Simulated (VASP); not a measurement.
# Ca (Cmcm) in VASP: single point with LDA

Aim: the single point of Ca with LDA.

Everything below comes from runs of VASP 6.6.1. Logs are shortened: lines on timing, memory, paths and dates and some standing lists are left out, and cuts for length are marked.

**1. The cell of the first run**

The structure is orthorhombic, space group Cmcm (No. 63). The conventional cell has a = 3.943 Å, b = 6.791 Å, c = 6.509 Å, α = 90.00°, β = 90.00°, γ = 90.00°. Within 5.2 Å of Ca (site symmetry m2m) lie 12 Ca at 3.93 to 3.98 Å.

**2. Single point, LDA**

Contents of INCAR:

```
SYSTEM = Ca
PREC = Accurate
ENCUT = 520
EDIFF = 1E-6
ISMEAR = 0
SIGMA = 0.15
LREAL = .False.
LASPH = .True.
NELM = 60
ALGO = Fast
ISIF = 2
LWAVE = .False.
LCHARG = .False.
NBANDS = 17
```

Contents of KPOINTS:

```
regular mesh
0
Gamma
  14 14 8
  0 0 0
```

Contents of POSCAR:

```
Ca
1.0
    1.9712759950     -3.3954901800      0.0000000000
    1.9712759950      3.3954901800      0.0000000000
    0.0000000000      0.0000000000      6.5091117400
Ca
2
Direct
    0.8355866000      0.1644134000      0.2500000000
    0.1644134000      0.8355866000      0.7500000000
```

Potentials or basis: VASP PAW LDA potentials, release 64 (Ca_sv).

The run is started by

```sh
cat potpaw_LDA.64/Ca_sv/POTCAR > POTCAR
mpirun -np 1 vasp_std > vasp.out
```

OUTCAR:

```text
SYSTEM = Ca
   PREC = Accurate
   ENCUT = 520
   EDIFF = 1E-6
   ISMEAR = 0
   LREAL = .False.
   LASPH = .True.
   NELM = 60
   ISIF = 2

 ion  position               nearest neighbor table
   1  0.836  0.164  0.250-
   2  0.164  0.836  0.750-

  LATTYP: Found a base centered orthorhombic cell.
 ALAT       =     3.9425519900
 B/A-ratio  =     1.7224834009
 C/A-ratio  =     1.6509894496

  Lattice vectors:

 A1 = (   1.9712759950,  -3.3954901800,   0.0000000000)
 A2 = (   1.9712759950,   3.3954901800,   0.0000000000)
 A3 = (   0.0000000000,   0.0000000000,   6.5091117400)

Analysis of symmetry for initial positions (statically):
=====================================================================
 Subroutine PRICEL returns:
 Original cell was already a primitive cell.

 Routine SETGRP: Setting up the symmetry group for a
 base centered orthorhombic supercell.

 Subroutine GETGRP returns: Found  8 space group operations
 (whereof  4 operations were pure point group operations)
 out of a pool of  8 trial point group operations.

The static configuration has the point symmetry C_2h.
 The point group associated with its full space group is D_2h.

Analysis of symmetry for dynamics (positions and initial velocities):
=====================================================================
 Subroutine PRICEL returns:
 Original cell was already a primitive cell.

 Routine SETGRP: Setting up the symmetry group for a
 base centered orthorhombic supercell.

 Subroutine GETGRP returns: Found  8 space group operations
 (whereof  4 operations were pure point group operations)
 out of a pool of  8 trial point group operations.

The dynamic configuration has the point symmetry C_2h.
 The point group associated with its full space group is D_2h.

 Subroutine INISYM returns: Found  8 space group operations
 (whereof  4 operations are pure point group operations),
 and found     1 'primitive' translations

----------------------------------------------------------------------------------------

                                     Primitive cell

  volume of cell :      87.1368

  direct lattice vectors                    reciprocal lattice vectors
     1.971275995 -3.395490180  0.000000000     0.253642819 -0.147254144  0.000000000
     1.971275995  3.395490180  0.000000000     0.253642819  0.147254144  0.000000000
     0.000000000  0.000000000  6.509111740     0.000000000  0.000000000  0.153630793

  length of vectors
     3.926230076  3.926230076  6.509111740     0.293289043  0.293289043  0.153630793

  position of ions in fractional coordinates (direct lattice)
     0.835586600  0.164413400  0.250000000
     0.164413400  0.835586600  0.750000000

  ion indices of the primitive-cell ions
   primitive index   ion index
                 1           1
                 2           2

----------------------------------------------------------------------------------------

 KPOINTS: regular mesh

Automatic generation of k-mesh.
 Grid dimensions read from file:
 generate k-points for:   14   14    8

 Generating k-lattice:

  Cartesian coordinates                     Fractional coordinates (reciprocal lattice)
     0.018117344 -0.010518153  0.000000000     0.071428571  0.000000000  0.000000000
     0.018117344  0.010518153  0.000000000     0.000000000  0.071428571  0.000000000
     0.000000000  0.000000000  0.019203849     0.000000000  0.000000000  0.125000000

  Length of vectors
     0.020949217  0.020949217  0.019203849

  Shift w.r.t. Gamma in fractional coordinates (k-lattice)
     0.000000000  0.000000000  0.000000000

 Subroutine IBZKPT returns following result:
 ===========================================

 Found    285 irreducible k-points:

 Following reciprocal coordinates:
            Coordinates               Weight
  0.000000  0.000000  0.000000      1.000000
  0.071429  0.000000  0.000000      4.000000
  0.142857 -0.000000  0.000000      4.000000
  0.214286  0.000000  0.000000      4.000000
  0.285714  0.000000  0.000000      4.000000
  0.357143  0.000000  0.000000      4.000000
[... 16 lines left out ...]
  0.214286  0.142857  0.000000      4.000000
  0.285714  0.142857  0.000000      4.000000
 [... further k-points ...]
   k-points           NKPTS =    285   k-points in BZ     NKDIM =    285   number of bands    NBANDS=     17
   number of dos      NEDOS =    301   number of ions     NIONS =      2
   total plane-waves  NPLWV =  43200
   dimension x,y,z NGX =    30 NGY =   30 NGZ =   48
   dimension x,y,z NGXF=    60 NGYF=   60 NGZF=   96
   ions per type =               2
   NGX,Y,Z   is equivalent  to a cutoff of  12.70, 12.70, 12.26 a.u.
   NGXF,Y,Z  is equivalent  to a cutoff of  25.41, 25.41, 24.52 a.u.
 SYSTEM =  Ca
   PREC   = accura    normal or accurate (medium, high low for compatibility)
   ISTART =      0    job   : 0-new  1-cont  2-samecut
   ICHARG =      2    charge: 1-file 2-atom 10-const
   ISPIN  =      1    spin polarized calculation?
   LNONCOLLINEAR =      F non collinear calculations
   LSORBIT =      F    spin-orbit coupling
   LASPH  =      T    aspherical Exc in radial PAW
   ENCUT  =  520.0 eV  38.22 Ry    6.18 a.u.   7.30  7.30 12.10*2*pi/ulx,y,z
   NELM   =     60;   NELMIN=  2; NELMDL= -5     # of ELM steps
   EDIFF  = 0.1E-05   stopping-criterion for ELM
   LREAL  =      F    real-space projection
   EDIFFG = 0.1E-04   stopping-criterion for IOM
   NSW    =      0    number of steps for IOM
   IBRION =     -1    ionic relax: 0-MD 1-quasi-New 2-CG
   NFREE  =      0    steps in history (QN), initial steepest desc. (CG)
   ISIF   =      2    stress and relaxation
   ISYM   =      2    0-nonsym 1-usesym 2-fastsym
   POTIM  = 0.5000    time-step for ionic-motion
   TEBEG  =    0.0;   TEEND  =   0.0 temperature during run
   PSTRESS=    0.0 pullay stress
   NELECT =      20.0000    total number of electrons
   NUPDOWN=      -1.0000    fix difference up-down
   EMIN   =  10.00;   EMAX   =-10.00  energy-range for DOS
   EFERMI =   0.00;   METHOD = LEGACY
   ISMEAR =     0;   SIGMA  =   0.15  broadening in eV -4-tet -1-fermi 0-gaus
   EFERMI_NEDOS =   21; number of points for ismear=-14 and -15
   IALGO  =     68    algorithm
   IMIX   =      4    mixing-type and parameters
     AMIX     =   0.40;   BMIX     =  1.00
     AMIX_MAG =   1.60;   BMIX_MAG =  1.00
  volume/ion in A,a.u.               =      43.57       294.01
  Fermi-wavevector in a.u.,A,eV,Ry     =   1.002346  1.894159 13.669737  1.004697
  Thomas-Fermi vector in A             =   2.134827
   LORBIT       =      0    0 simple, 1 ext, 2 COOP (PROOUT), +10 PAW based schemes
   GGA     = CA    functional components
   LHFCALC =     F    Hartree Fock is set to
   AEXX    =    0.0000 exact exchange contribution
   IVDW    =     0    specifies the selected vdW correction
   LEPSILON=     F    determine dielectric tensor
   LRPA    =     F    only Hartree local field effects (RPA)
 non-spin polarized calculation
 RMM-DIIS sequential band-by-band and
 Gauss-broadening in eV      SIGMA  =   0.15
  energy-cutoff  :      520.00
  volume of cell :       87.14
 maximum number of plane-waves:      2380
 NGX is ok and might be reduce to    30
   NGX = 15   NGY = 15   NGZ = 25

 number of electron      20.0000001 magnetization

 Free energy of the ion-electron system (eV)
  ---------------------------------------------------
  ext. energy  EPLUGINS =         0.00000000
  ---------------------------------------------------
  free energy    TOTEN  =        -4.34350054 eV

  energy without entropy =       -4.31749216  energy(sigma->0) =       -4.33049635

 E-fermi :   1.7127     XC(G=0):  -7.8606

 val. band max:        1.7078393591   @ k =  -0.3571   0.2857   0.0000
 cond. band min:       1.7226065507   @ k =   0.3571   0.3571   0.0000
 fundamental gap:      0.0147671916
 Fermi energy:         1.7127145124

 k-point     1 :       0.0000    0.0000    0.0000
  band No.  band energies     occupation
      1     -39.9715      2.00000
      2     -39.9597      2.00000
      3     -21.3041      2.00000
      4     -21.2036      2.00000
      5     -21.2020      2.00000
      6     -21.1864      2.00000
[... 9 lines left out ...]
     16       4.1395      0.00000
     17       4.5317      0.00000

 k-point     2 :       0.0714    0.0000    0.0000
  band No.  band energies     occupation
      1     -39.9709      2.00000
      2     -39.9594      2.00000
      3     -21.3021      2.00000
      4     -21.2076      2.00000
      5     -21.2046      2.00000
      6     -21.1915      2.00000
[... 9 lines left out ...]
     16       4.1836      0.00000
     17       4.4360      0.00000

 k-point     3 :       0.1429   -0.0000    0.0000
  band No.  band energies     occupation
      1     -39.9693      2.00000
      2     -39.9585      2.00000
      3     -21.2962      2.00000
      4     -21.2216      2.00000
      5     -21.2090      2.00000
      6     -21.2058      2.00000
[... 9 lines left out ...]
     16       4.2143      0.00000
     17       4.3355      0.00000

 k-point     4 :       0.2143    0.0000    0.0000
  band No.  band energies     occupation
      1     -39.9669      2.00000
      2     -39.9574      2.00000
      3     -21.2871      2.00000
      4     -21.2421      2.00000
      5     -21.2263      2.00000
      6     -21.2150      2.00000
[... 9 lines left out ...]
     16       4.2691      0.00000
     17       4.3331      0.00000
[... 343 lines left out ...]
      1     -39.9657      2.00000
      2     -39.9568      2.00000
      3     -21.2823      2.00000
      4     -21.2455      2.00000
      5     -21.2404      2.00000
      6     -21.2164      2.00000
[... 9 lines left out ...]
     16       4.2840      0.00000
     17       4.5497      0.00000

 k-point    23 :       0.2143    0.1429    0.0000
  band No.  band energies     occupation
      1     -39.9632      2.00000
      2     -39.9558      2.00000
      3     -21.2717      2.00000
      4     -21.2636      2.00000
      5     -21.2565      2.00000
      6     -21.2256      2.00000
[... 9 lines left out ...]
     16       4.4731      0.00000
     17       4.8463      0.00000

 k-point    24 :       0.2857    0.1429    0.0000
  band No.  band energies     occupation
      1     -39.9608      2.00000
      2     -39.9550      2.00000
      3     -21.2816      2.00000
      4     -21.2687      2.00000
      5     -21.2603      2.00000
      6     -21.2351      2.00000
[... 9 lines left out ...]
     16       4.7079      0.00000
     17       5.3628      0.00000

 [... further k-points ...]

------------------------ aborting loop because EDIFF is reached ----------------------------------------

  FORCE on cell =-STRESS in cart. coord.  units (eV):
  Direction    XX          YY          ZZ          XY          YZ          ZX
  --------------------------------------------------------------------------------------
  -------------------------------------------------------------------------------------
  Total       -1.1432832     -1.0295291     -1.1759034      0.0000000      0.0000000      0.0000000
  in kB      -21.0214554    -18.9298682    -21.6212400      0.0000000      0.0000000      0.0000000
  external PRESSURE =     -20.5241878 kB  Pullay stress =       0.0000000 kB

 VOLUME and BASIS-vectors are now :
 -----------------------------------------------------------------------------
  energy-cutoff  :      520.00
  volume of cell :       87.14
      direct lattice vectors                 reciprocal lattice vectors
     1.971275995 -3.395490180  0.000000000     0.253642819 -0.147254144  0.000000000
     1.971275995  3.395490180  0.000000000     0.253642819  0.147254144  0.000000000
     0.000000000  0.000000000  6.509111740     0.000000000  0.000000000  0.153630793

 POSITION                                       TOTAL-FORCE (eV/Angst)
 -----------------------------------------------------------------------------------
      1.97128     -2.27896      1.62728         0.000000      0.014573      0.000000
      1.97128      2.27896      4.88183         0.000000     -0.014573     -0.000000
 -----------------------------------------------------------------------------------
    total drift:                                0.000000     -0.000000      0.000000

  FREE ENERGIE OF THE ION-ELECTRON SYSTEM (eV)
  ---------------------------------------------------
  free  energy   TOTEN  =        -4.3435005435 eV

  energy  without entropy=       -4.3174921622  energy(sigma->0) =       -4.33049635
```

Wall time 7.3 min (1 thread of AMD EPYC 7R13 (Zen 3), shared host); peak memory 0.41 GiB.

What came out:

- Free energy: -4.3435 eV
- Pressure: -2.1 GPa
- Largest force: 0.015 eV/Å
- Band gap on the k mesh: zero (bands 10 and 11 overlap by 0.41 eV)

Forces in eV/Å, atoms in the order of the input:
```
Ca   0.000  0.015  0.000
Ca   0.000 -0.015  0.000
```

Levels at points of the mesh, in eV from the Fermi level:
```csv
k point,band 6,band 7,band 8,band 9,band 10,band 11,band 12,band 13,band 14,band 15
"(0.00, 0.00, 0.00)",-22.90,-22.90,-22.89,-4.02,-1.13,-0.23,2.05,2.10,2.14,2.37
"(0.50, 0.00, 0.00)",-22.95,-22.92,-22.92,-1.15,-0.67,0.17,0.31,1.28,1.76,2.07
"(0.50, 0.50, 0.00)",-22.95,-22.92,-22.92,-1.11,-0.67,0.19,0.33,1.24,1.75,2.05
"(0.00, 0.00, 0.50)",-22.91,-22.91,-22.91,-3.04,-3.04,1.25,1.25,2.09,2.09,2.14
"(0.50, 0.00, 0.50)",-22.93,-22.93,-22.93,-0.72,-0.72,0.09,0.09,1.33,1.33,2.70
"(0.50, 0.50, 0.50)",-22.93,-22.93,-22.93,-0.72,-0.72,0.12,0.12,1.31,1.31,2.68
```
